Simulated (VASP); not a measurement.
A run of VASP 6.6.1:

The input INCAR:

```
SYSTEM = HfC
ALGO = Normal
EDIFF = 1E-7
ENCUT = 520
GGA = PE
ISIF = 2
ISMEAR = -1
LASPH = .True.
LCHARG = .False.
LREAL = .False.
LWAVE = .False.
NBANDS = 14
NELM = 80
PREC = Accurate
SIGMA = 0.05
```

The input KPOINTS:

```
k-points
0
Gamma
  10 10 10
  0 0 0
```

POSCAR

```
HfC
1.0
    0.0000000000      2.3705998121      2.3705998121
    2.3705998121      0.0000000000      2.3705998121
    2.3705998121      2.3705998121      0.0000000000
Hf C
1 1
Direct
    0.5000000000      0.5000000000      0.5000000000
    0.0000000000      0.0000000000      0.0000000000
```

Potentials or basis: VASP PAW PBE potentials, release 64 (Hf_pv, C).

Run with:

```sh
$ cat potpaw_PBE.64/Hf_pv/POTCAR potpaw_PBE.64/C/POTCAR > POTCAR
$ mpirun -np 1 vasp_std > vasp.out
```

Hardware: 1 thread of Intel(R) Xeon(R) 6975P-C (Granite Rapids) (shared host).

Estimate the wall time of this run.

Wall time 11 s on 1 thread of Intel(R) Xeon(R) 6975P-C (Granite Rapids) (shared host), peak memory 0.17 GiB. Counts: scf iterations 14, k points 47.
